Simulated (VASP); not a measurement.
The system is GeCN2.

```
CELL_PARAMETERS angstrom
1.75717 1.01450 4.82148
-1.75717 1.01450 4.82148
0.00000 -2.02901 4.82148
ATOMIC_POSITIONS crystal
Ge 0.00000 0.00000 0.00000
N 0.58390 0.58390 0.58390
N 0.41610 0.41610 0.41610
C 0.50000 0.50000 0.50000
```

Program: VASP 6.6.1. Alike in all runs: task single point; no spin polarisation; cell as given; k mesh 9 × 9 × 9; cutoff (eV) 520; smearing fermi-dirac 0.05 eV.

Task: Order these runs on this cell by their pressure, lowest first.
A. level r2SCAN; potentials or basis VASP PAW PBE potentials, release 64 (Ge_d, N, C)
B. level PBE; potentials or basis VASP PAW PBE potentials, release 64 (Ge_d, N, C)
C. level LDA; potentials or basis VASP PAW LDA potentials, release 64 (Ge_d, N, C)

Result: C (2.0 GPa), A (6.1 GPa), B (9.3 GPa).

Caveats: the PAW data sets were made with another functional, which shifts forces and pressure a little (some runs).
